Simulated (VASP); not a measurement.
Input of a VASP 6.6.1 run:

File INCAR:

```
SYSTEM = BePd
PREC     = Accurate       ! precision mode
ENCUT    = 520            ! plane-wave cutoff, eV
EDIFF    = 1E-8           ! SCF threshold, eV
ISMEAR   = -1             ! smearing method
SIGMA    = 0.08           ! smearing width, eV
LREAL    = .FALSE.        ! projectors in reciprocal space
LASPH    = .TRUE.         ! aspherical terms in the spheres
NELM     = 60             ! most SCF steps
ALGO     = Normal         ! electronic algorithm
ISIF     = 2              ! what is computed and relaxed
LWAVE    = .FALSE.        ! write WAVECAR
LCHARG   = .FALSE.        ! write CHGCAR
LEFG     = .TRUE.       
NBANDS   = 13             ! bands
```

The input KPOINTS:

```
regular mesh
0
G
  12 12 12
  0 0 0
```

POSCAR

```
BePd
1.0
    2.8681708695      0.0000000000      0.0000000000
    0.0000000000      2.8681708695      0.0000000000
    0.0000000000      0.0000000000      2.8681708695
Be Pd
1 1
Direct
    0.0000000000      0.0000000000      0.0000000000
    0.5000000000      0.5000000000      0.5000000000
```

Potentials or basis: VASP PAW LDA potentials, release 64 (Be, Pd).

Launch:

```sh
$ cat potpaw_LDA.64/Be/POTCAR potpaw_LDA.64/Pd/POTCAR > POTCAR
$ mpirun -np 1 vasp_std > vasp.out
```

(1) What does it give for the band gap on the k mesh?

(2) Estimate the pressure.

## Answers

(1) zero (bands 6 and 7 overlap by 5.79 eV).

(2) -15.9 GPa.

Caveat: the cell stands under tension.
